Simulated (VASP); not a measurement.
Input of a VASP 6.6.1 run:

Contents of INCAR:

```
PREC = Accurate
ENCUT = 520
EDIFF = 1E-6
ISMEAR = -1
SIGMA = 0.02
LREAL = False
LASPH = True
NELM = 150
ALGO = Normal
ISIF = 2
LWAVE = False
LCHARG = True
ISPIN = 2
MAGMOM = 0 0 0 0 3
LORBIT = 11
LMAXMIX = 4
LDAU = True
LDAUTYPE = 2
LDAUL = -1 -1 2
LDAUU = 0 0 3.32
LDAUJ = 0 0 0
LDAUPRINT = 1
LELF = True
LVHAR = True
NBANDS = 32
```

KPOINTS

```
regular mesh
0
Gamma
  5 5 5
```

The input POSCAR:

```
KCoF3
1.0
    4.0710000000      0.0000000000      0.0000000000
    0.0000000000      4.0710000000      0.0000000000
    0.0000000000      0.0000000000      4.0710000000
K F Co
1 3 1
Direct
    0.0000000000      0.0000000000      0.0000000000
    0.0000000000      0.5000000000      0.5000000000
    0.5000000000      0.0000000000      0.5000000000
    0.5000000000      0.5000000000      0.0000000000
    0.5000000000      0.5000000000      0.5000000000
```

Potentials or basis: VASP PAW LDA potentials, release 64 (K_sv, F, Co).

The run is started by

```bash
$ cat potpaw_LDA.64/K_sv/POTCAR potpaw_LDA.64/F/POTCAR potpaw_LDA.64/Co/POTCAR > POTCAR
$ mpirun -np 1 vasp_std > vasp.out
```

Task: Predict the band gap on the k mesh.

Result: Zero (filled and empty bands overlap).

Task: What does it give for the pressure?

Result: -7.7 GPa.

Task: Estimate the site moments.

Result: K -0.00; F +0.08; Co +2.76 μB.

Task: Predict the net moment.

Result: 3.00 μB per cell.

Eigenvalues of the final occupation matrices:
```tsv
site	spin	trace	eigenvalues
site 5 d	1	4.95	0.97 0.97 0.97 1.02 1.02
site 5 d	2	2.22	0.11 0.11 0.66 0.66 0.66
```

Caveat: a cell with one magnetic atom can't hold antiferromagnetic order, which such compounds often take. The state reached can hang on the start; a lower one may exist.
